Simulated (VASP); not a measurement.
# PW (zincblende type) (F-43m) in VASP: density of states with LDA

Aim: the density of states of PW (zincblende type) with LDA.

All numbers are computed with VASP 6.6.1; they aren't measurements. Logs are shortened: lines on timing, memory, paths and dates and some standing lists are left out, and cuts for length are marked.

## (1) The cell of the first run

Symmetry: F-43m, No. 216, cubic system. Conventional cell: a = 4.094 Å, b = 4.094 Å, c = 4.094 Å, α = 90.00°, β = 90.00°, γ = 90.00°. W (site symmetry -43m) has 4 P at 1.77 Å within 2.4 Å. P (site symmetry -43m) has 4 W at 1.77 Å within 2.4 Å.

## (2) Density of states, LDA (volume scaled by 0.45)

POSCAR

```
PW
1.0
    0.0000000000      2.0468074028      2.0468074028
    2.0468074028      0.0000000000      2.0468074028
    2.0468074028      2.0468074028      0.0000000000
W P
1 1
Direct
    0.0000000000      0.0000000000      0.0000000000
    0.2500000000      0.2500000000      0.2500000000
```

INCAR.step1

```
  PREC = Accurate
  ENCUT = 520
  EDIFF = 1E-6
  ISMEAR = -1
  SIGMA = 0.1
  LREAL = False
  LASPH = True
  NELM = 80
  ALGO = Normal
  ISIF = 2
  LWAVE = False
  LCHARG = True
  LMAXMIX = 4
  GGA = CA
  NBANDS = 16
```

KPOINTS.step1

```
regular mesh
0
Gamma
  12 12 12
```

INCAR.step2

```
  PREC = Accurate
  ENCUT = 520
  EDIFF = 1E-6
  ISMEAR = -5
  SIGMA = 0.1
  LREAL = False
  LASPH = True
  NELM = 80
  ALGO = Normal
  ISIF = 2
  LWAVE = False
  LCHARG = False
  LMAXMIX = 4
  GGA = CA
  LORBIT = 11
  NBANDS = 16
  NEDOS = 1001
  ICHARG = 11
```

KPOINTS.step2

```
regular mesh
0
Gamma
  18 18 18
```

Potentials or basis: VASP PAW LDA potentials, release 64 (W_sv, P).

Command:

```sh
> cat potpaw_LDA.64/W_sv/POTCAR potpaw_LDA.64/P/POTCAR > POTCAR
> cp INCAR.step1 INCAR
> cp KPOINTS.step1 KPOINTS
> mpirun -np 1 vasp_std > vasp.out
> cp INCAR.step2 INCAR
> cp KPOINTS.step2 KPOINTS
> mpirun -np 1 vasp_std > vasp.out
```

OUTCAR:

```text
PREC = Accurate
   ENCUT = 520
   EDIFF = 1E-6
   ISMEAR = -5
   LREAL = False
   LASPH = True
   NELM = 80
   ISIF = 2
   GGA = CA
   LORBIT = 11
   ICHARG = 11

 ion  position               nearest neighbor table
   1  0.000  0.000  0.000-   2 1.77   2 1.77   2 1.77   2 1.77
   2  0.250  0.250  0.250-   1 1.77   1 1.77   1 1.77   1 1.77

  LATTYP: Found a face centered cubic cell.
 ALAT       =     4.0936148056

  Lattice vectors:

 A1 = (   0.0000000000,   2.0468074028,   2.0468074028)
 A2 = (   2.0468074028,   0.0000000000,   2.0468074028)
 A3 = (   2.0468074028,   2.0468074028,   0.0000000000)

Analysis of symmetry for initial positions (statically):
=====================================================================
 Subroutine PRICEL returns:
 Original cell was already a primitive cell.

 Routine SETGRP: Setting up the symmetry group for a
 face centered cubic supercell.

 Subroutine GETGRP returns: Found 24 space group operations
 (whereof 24 operations were pure point group operations)
 out of a pool of 48 trial point group operations.

The static configuration has the point symmetry T_d .

Analysis of symmetry for dynamics (positions and initial velocities):
=====================================================================
 Subroutine PRICEL returns:
 Original cell was already a primitive cell.

 Routine SETGRP: Setting up the symmetry group for a
 face centered cubic supercell.

 Subroutine GETGRP returns: Found 24 space group operations
 (whereof 24 operations were pure point group operations)
 out of a pool of 48 trial point group operations.

The dynamic configuration has the point symmetry T_d .

 Subroutine INISYM returns: Found 24 space group operations
 (whereof 24 operations are pure point group operations),
 and found     1 'primitive' translations

----------------------------------------------------------------------------------------

                                     Primitive cell

  volume of cell :      17.1499

  direct lattice vectors                    reciprocal lattice vectors
     0.000000000  2.046807403  2.046807403    -0.244282877  0.244282877  0.244282877
     2.046807403  0.000000000  2.046807403     0.244282877 -0.244282877  0.244282877
     2.046807403  2.046807403  0.000000000     0.244282877  0.244282877 -0.244282877

  length of vectors
     2.894622789  2.894622789  2.894622789     0.423110354  0.423110354  0.423110354

  position of ions in fractional coordinates (direct lattice)
     0.000000000  0.000000000  0.000000000
     0.250000000  0.250000000  0.250000000

  ion indices of the primitive-cell ions
   primitive index   ion index
                 1           1
                 2           2

----------------------------------------------------------------------------------------

 KPOINTS: regular mesh

Automatic generation of k-mesh.
 Grid dimensions read from file:
 generate k-points for:   18   18   18

 Generating k-lattice:

  Cartesian coordinates                     Fractional coordinates (reciprocal lattice)
    -0.013571271  0.013571271  0.013571271     0.055555556  0.000000000  0.000000000
     0.013571271 -0.013571271  0.013571271     0.000000000  0.055555556  0.000000000
     0.013571271  0.013571271 -0.013571271     0.000000000  0.000000000  0.055555556

  Length of vectors
     0.023506131  0.023506131  0.023506131

  Shift w.r.t. Gamma in fractional coordinates (k-lattice)
     0.000000000  0.000000000  0.000000000

 TETIRR: Found    806 inequivalent tetrahedra from    34992

 Subroutine IBZKPT returns following result:
 ===========================================

 Found    195 irreducible k-points:

 Following reciprocal coordinates:
            Coordinates               Weight
  0.000000  0.000000  0.000000      1.000000
  0.055556  0.000000  0.000000      8.000000
  0.111111  0.000000  0.000000      8.000000
  0.166667  0.000000  0.000000      8.000000
  0.222222  0.000000  0.000000      8.000000
  0.277778  0.000000  0.000000      8.000000
[... 16 lines left out ...]
 -0.277778  0.055556  0.000000     24.000000
 -0.222222  0.055556  0.000000     24.000000
 [... further k-points ...]
   k-points           NKPTS =    195   k-points in BZ     NKDIM =    195   number of bands    NBANDS=     16
   number of dos      NEDOS =   1001   number of ions     NIONS =      2
   total plane-waves  NPLWV =  13824
   dimension x,y,z NGX =    24 NGY =   24 NGZ =   24
   dimension x,y,z NGXF=    48 NGYF=   48 NGZF=   48
   ions per type =               1   1
   NGX,Y,Z   is equivalent  to a cutoff of  13.78, 13.78, 13.78 a.u.
   NGXF,Y,Z  is equivalent  to a cutoff of  27.57, 27.57, 27.57 a.u.
 SYSTEM =  unknown system
   PREC   = accura    normal or accurate (medium, high low for compatibility)
   ISTART =      0    job   : 0-new  1-cont  2-samecut
   ICHARG =     11    charge: 1-file 2-atom 10-const
   ISPIN  =      1    spin polarized calculation?
   LNONCOLLINEAR =      F non collinear calculations
   LSORBIT =      F    spin-orbit coupling
   LASPH  =      T    aspherical Exc in radial PAW
   ENCUT  =  520.0 eV  38.22 Ry    6.18 a.u.   5.38  5.38  5.38*2*pi/ulx,y,z
   NELM   =     80;   NELMIN=  2; NELMDL=  0     # of ELM steps
   EDIFF  = 0.1E-05   stopping-criterion for ELM
   LREAL  =      F    real-space projection
   EDIFFG = 0.1E-04   stopping-criterion for IOM
   NSW    =      0    number of steps for IOM
   IBRION =     -1    ionic relax: 0-MD 1-quasi-New 2-CG
   NFREE  =      0    steps in history (QN), initial steepest desc. (CG)
   ISIF   =      2    stress and relaxation
   ISYM   =      2    0-nonsym 1-usesym 2-fastsym
   POTIM  = 0.5000    time-step for ionic-motion
   TEBEG  =    0.0;   TEEND  =   0.0 temperature during run
   PSTRESS=    0.0 pullay stress
   NELECT =      19.0000    total number of electrons
   NUPDOWN=      -1.0000    fix difference up-down
   EMIN   =  10.00;   EMAX   =-10.00  energy-range for DOS
   EFERMI =   0.00;   METHOD = LEGACY
   ISMEAR =    -5;   SIGMA  =   0.10  broadening in eV -4-tet -1-fermi 0-gaus
   EFERMI_NEDOS =   21; number of points for ismear=-14 and -15
   IALGO  =     38    algorithm
   IMIX   =      4    mixing-type and parameters
     AMIX     =   0.40;   BMIX     =  1.00
     AMIX_MAG =   1.60;   BMIX_MAG =  1.00
  volume/ion in A,a.u.               =       8.57        57.87
  Fermi-wavevector in a.u.,A,eV,Ry     =   1.693970  3.201139 39.042386  2.869534
  Thomas-Fermi vector in A             =   2.775280
   LORBIT       =     11    0 simple, 1 ext, 2 COOP (PROOUT), +10 PAW based schemes
   GGA     = CA    functional components
   LHFCALC =     F    Hartree Fock is set to
   AEXX    =    0.0000 exact exchange contribution
   IVDW    =     0    specifies the selected vdW correction
   LEPSILON=     F    determine dielectric tensor
   LRPA    =     F    only Hartree local field effects (RPA)
 non-spin polarized calculation
 Fermi weights with tetrahedron method with Bloechl corrections
  energy-cutoff  :      520.00
  volume of cell :       17.15
 maximum number of plane-waves:       483
 NGX is ok and might be reduce to    24

 number of electron      19.0000000 magnetization

 Free energy of the ion-electron system (eV)
  ---------------------------------------------------
  ext. energy  EPLUGINS =         0.00000000
  ---------------------------------------------------
  free energy    TOTEN  =         1.16717185 eV

  energy without entropy =        1.16717185  energy(sigma->0) =        1.16717185

 E-fermi :  19.5796     XC(G=0): -15.4584

 val. band max:       19.5637315013   @ k =   0.3889   0.2778   0.0556
 cond. band min:      19.5266128769   @ k =  -0.2778   0.5000   0.2222
 fundamental gap:     -0.0371186244
 Fermi energy:        19.5795612342

 k-point     1 :       0.0000    0.0000    0.0000
  band No.  band energies     occupation
      1     -53.6114      2.00000
      2     -18.7666      2.00000
      3     -18.7666      2.00000
      4     -18.7666      2.00000
      5       2.6639      2.00000
      6      11.1232      2.00000
[... 8 lines left out ...]
     15      36.9210      0.00000
     16      43.9018      0.00000

 k-point     2 :       0.0556    0.0000    0.0000
  band No.  band energies     occupation
      1     -53.6074      2.00000
      2     -18.8200      2.00000
      3     -18.7729      2.00000
      4     -18.7729      2.00000
      5       2.8023      2.00000
      6      11.0737      2.00000
[... 8 lines left out ...]
     15      37.2662      0.00000
     16      41.8635      0.00000

 k-point     3 :       0.1111    0.0000    0.0000
  band No.  band energies     occupation
      1     -53.5959      2.00000
      2     -18.9711      2.00000
      3     -18.7909      2.00000
      4     -18.7909      2.00000
      5       3.1980      2.00000
      6      10.9511      2.00000
[... 8 lines left out ...]
     15      37.7842      0.00000
     16      39.9669      0.00000

 k-point     4 :       0.1667    0.0000    0.0000
  band No.  band energies     occupation
      1     -53.5782      2.00000
      2     -19.1958      2.00000
      3     -18.8183      2.00000
      4     -18.8183      2.00000
      5       3.7921      2.00000
      6      10.8267      2.00000
[... 8 lines left out ...]
     15      36.3752      0.00000
     16      38.3552      0.00000
[... 324 lines left out ...]
 k-point    22 :      -0.3333    0.0556    0.0000
  band No.  band energies     occupation
      1     -53.5025      2.00000
      2     -20.0419      2.00000
      3     -18.9817      2.00000
      4     -18.9179      2.00000
      5       5.8759      2.00000
      6      11.5277      2.00000
[... 8 lines left out ...]
     15      35.6224      0.00000
     16      36.6388      0.00000

 k-point    23 :      -0.2778    0.0556    0.0000
  band No.  band energies     occupation
      1     -53.5231      2.00000
      2     -19.8169      2.00000
      3     -18.9524      2.00000
      4     -18.8828      2.00000
      5       5.4433      2.00000
      6      11.0073      2.00000
[... 8 lines left out ...]
     15      34.1410      0.00000
     16      35.4083      0.00000

 k-point    24 :      -0.2222    0.0556    0.0000
  band No.  band energies     occupation
      1     -53.5459      2.00000
      2     -19.5583      2.00000
      3     -18.9160      2.00000
      4     -18.8468      2.00000
      5       4.8243      2.00000
      6      10.7369      2.00000
[... 8 lines left out ...]
     15      33.8557      0.00000
     16      35.5487      0.00000

 [... further k-points ...]
[... 5 lines left out ...]
  --------------------------------------------------------------------------------------
  -------------------------------------------------------------------------------------
  Total       61.4474111     61.4474111     61.4474111      0.0000000      0.0000000      0.0000000
  in kB     5740.5465022   5740.5465022   5740.5465022      0.0000000      0.0000000      0.0000000
  external PRESSURE =    5740.5465022 kB  Pullay stress =       0.0000000 kB

 VOLUME and BASIS-vectors are now :
 -----------------------------------------------------------------------------
  energy-cutoff  :      520.00
  volume of cell :       17.15
      direct lattice vectors                 reciprocal lattice vectors
     0.000000000  2.046807403  2.046807403    -0.244282877  0.244282877  0.244282877
     2.046807403  0.000000000  2.046807403     0.244282877 -0.244282877  0.244282877
     2.046807403  2.046807403  0.000000000     0.244282877  0.244282877 -0.244282877

 POSITION                                       TOTAL-FORCE (eV/Angst)
 -----------------------------------------------------------------------------------
      0.00000      0.00000      0.00000         0.000000      0.000000      0.000000
      1.02340      1.02340      1.02340        -0.000000     -0.000000     -0.000000
 -----------------------------------------------------------------------------------
    total drift:                               -0.000000     -0.000000     -0.000000

  FREE ENERGIE OF THE ION-ELECTRON SYSTEM (eV)
  ---------------------------------------------------
  free  energy   TOTEN  =         1.1671718460 eV

  energy  without entropy=        1.1671718460  energy(sigma->0) =        1.16717185

 total charge

# of ion       s       p       d       tot
------------------------------------------
    1        2.595   6.665   5.968  15.228
    2        1.257   2.247   0.000   3.504
--------------------------------------------------
tot          3.852   8.912   5.968  18.732
```

Wall time 63 s (1 thread of Intel Xeon 8259CL, shared host); peak memory 0.17 GiB.

Results:

| Property | Result |
| --- | --- |
| Valence electrons inside the program's atomic spheres | W 15.23; P 3.50 |

Caveat: spin-orbit coupling is left out, which moves the levels of the heavy elements; tetrahedron occupations give inexact forces and stress in metals.
